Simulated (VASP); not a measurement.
Runs of VASP 6.6.1 on TePb. The structure is that of space group Fm-3m (No. 225), or close to it. The cells are those of the table. 

```csv
task,level,cell,k mesh,smearing,gap on the mesh (eV),pressure (GPa)
dielectric tensor,r2SCAN,"a = 4.598, b = 4.598, c = 4.621 Å, angles 59.8, 59.8, 60.3°, 2 atoms",6 × 6 × 6,gaussian 0.01 eV,1.07,-
single point,r2SCAN,"a = 4.645, b = 4.645, c = 4.621 Å, angles 60.2, 60.2, 59.7°, 2 atoms",8 × 8 × 8,gaussian 0.01 eV,1.11,-0.4
single point,r2SCAN,"a = 4.598, b = 4.598, c = 4.621 Å, angles 59.8, 59.8, 60.3°, 2 atoms",8 × 8 × 8,gaussian 0.01 eV,1.07,0.4
single point,r2SCAN,"a = 4.621 Å, angles 60.0°, 2 atoms",8 × 8 × 8,gaussian 0.01 eV,1.09,0.0
single point,PBE,"a = 4.668, b = 4.668, c = 4.621 Å, angles 60.3, 60.3, 59.3°, 2 atoms",8 × 8 × 8,fermi-dirac 0.02 eV,(b),-0.2
single point,r2SCAN,"a = 4.575, b = 4.575, c = 4.621 Å, angles 59.7, 59.7, 60.7°, 2 atoms",8 × 8 × 8,gaussian 0.01 eV,(a),0.9
dielectric tensor,r2SCAN,"a = 4.645, b = 4.645, c = 4.621 Å, angles 60.2, 60.2, 59.7°, 2 atoms",6 × 6 × 6,gaussian 0.01 eV,1.11,-
dielectric tensor,r2SCAN,"a = 4.621 Å, angles 60.0°, 2 atoms",6 × 6 × 6,gaussian 0.01 eV,1.09,-
```

Alike in all rows: potentials or basis VASP PAW PBE potentials, release 64 (Pb_d, Te); no spin polarisation; cutoff (eV) 520.

**Question.** Fill in the values left out.

**Answer.** (a) 1.03; (b) 0.82.

Caveats: spin-orbit coupling is left out, which moves the levels of the heavy elements; the PAW data sets were made with another functional, which shifts forces and pressure a little (at least some runs).

A k mesh can miss the band edges, and the runs leave out spin-orbit coupling on Pb, Te.
